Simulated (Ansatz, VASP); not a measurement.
## CoO: VASP beside Ansatz

Contents of POSCAR:

```
CoO
1.0
    0.0000000000      2.3436418400      2.3436418400
    2.3436418400      0.0000000000      2.3436418400
    2.3436418400      2.3436418400      0.0000000000
Co O
1 1
Direct
    0.0000000000      0.0000000000      0.0000000000
    0.2500000000      0.2500000000      0.2500000000
```

File INCAR.step1:

```
  PREC = Accurate
  ENCUT = 600
  EDIFF = 1E-5
  ISMEAR = -1
  SIGMA = 0.05
  LREAL = False
  LASPH = True
  NELM = 150
  ALGO = Normal
  LWAVE = True
  LCHARG = False
  ISPIN = 2
  MAGMOM = 2 0
  LORBIT = 11
  LMAXMIX = 4
  GGA = PE
  NBANDS = 18
```

INCAR.step2

```
  PREC = Accurate
  ENCUT = 600
  EDIFF = 1E-6
  ISMEAR = -1
  SIGMA = 0.05
  LREAL = False
  LASPH = True
  NELM = 150
  ALGO = Normal
  ISIF = 3
  LWAVE = False
  LCHARG = False
  ISPIN = 2
  MAGMOM = 2 0
  LORBIT = 11
  LMAXMIX = 4
  GGA = PE
  LHFCALC = True
  AEXX = 0.25
  HFSCREEN = 0.3
  PRECFOCK = Normal
  IBRION = 2
  NSW = 60
  EDIFFG = -0.01
  ISTART = 1
```

The input KPOINTS:

```
regular mesh
0
Gamma
  5 5 5
```

File input:

```
crystal:
  lattice:
    - [0.0, 2.34364184, 2.34364184]
    - [2.34364184, 0.0, 2.34364184]
    - [2.34364184, 2.34364184, 0.0]
  atoms:
    - { symbol: Co, position: [0.0, 0.0, 0.0], spin: 2.0 }
    - { symbol: O, position: [0.25, 0.25, 0.25] }
hamiltonian:
  xc: { exchange: pbe, correlation: pbe, exx: { coeff: 0.25, omega: 0.3 } }
  pseudopotentials: { kind: paw }
magnetization:
  spin_polarized: true
kpoints:
  mp_grid: { grid: [5, 5, 5] }
scf:
  occupations: { method: fermi_dirac, width: 0.05 }
output:
  forces: true
  stress: true
  eigenvalues: true
  write_density: true
  write_potential: true
  elf: true
  volumetric_format: npy
relax:
  f_tol: 0.01
  max_steps: 40
  cell: { stress_tol: 0.05 }
```

Alike in both runs: task relaxation of cell and atoms; functional PBE-based screened hybrid with a share of 0.25 of exact exchange and HFSCREEN = 0.3; k mesh 5 × 5 × 5; occupations fermi-dirac, width 0.05 eV; collinear spin.

|  | VASP | Ansatz |
| --- | --- | --- |
| version | VASP 6.6.1 | Ansatz 0.2.0 |
| potentials or method | VASP PAW PBE potentials, release 64 (Co, O) | Ansatz PAW |
| plane-wave cutoff (eV) | 600 | 420 |
| valence electrons in the cell | 15 | 23 |

Ansatz gave:

| Property | Result |
| --- | --- |
| gap on the k mesh at the Fermi level, each at its own relaxed structure (eV) | 1.54 |
| net moment per atom (μB) | 1.50 |
| size of the moment on the site where the two differ most (μB) | 2.52 |
| relaxed volume (Å³/atom) | 12.07 |
| relaxed length of the cell vector where the two differ most in proportion (Å) | 3.244 |

Task: What did VASP give for the same quantities?

Result: gap on the k mesh at the Fermi level, each at its own relaxed structure (eV): 1.61; net moment per atom (μB): 1.50; size of the moment on the site where the two differ most (μB): 2.68; relaxed volume (Å³/atom): 12.05; relaxed length of the cell vector where the two differ most in proportion (Å): 3.242.

VASP's potentials were made for PBE, not for PBE-based screened hybrid. Site moments also hang on the region over which each program counts them. VASP's potentials hold 15 valence electrons a cell and Ansatz's 23, so a difference there can come from the potentials and not from the codes.

The k mesh is coarse, so the values compare programs but aren't converged. Noted on Ansatz's run: the magnetic or orbital state may not be the lowest; odd divisions of the mesh miss points on the zone boundary, where band edges often lie, so the gap on the mesh can be too wide; the plane-wave basis is chosen anew once the cell has moved, so the energies of steps on either side of that aren't comparable.
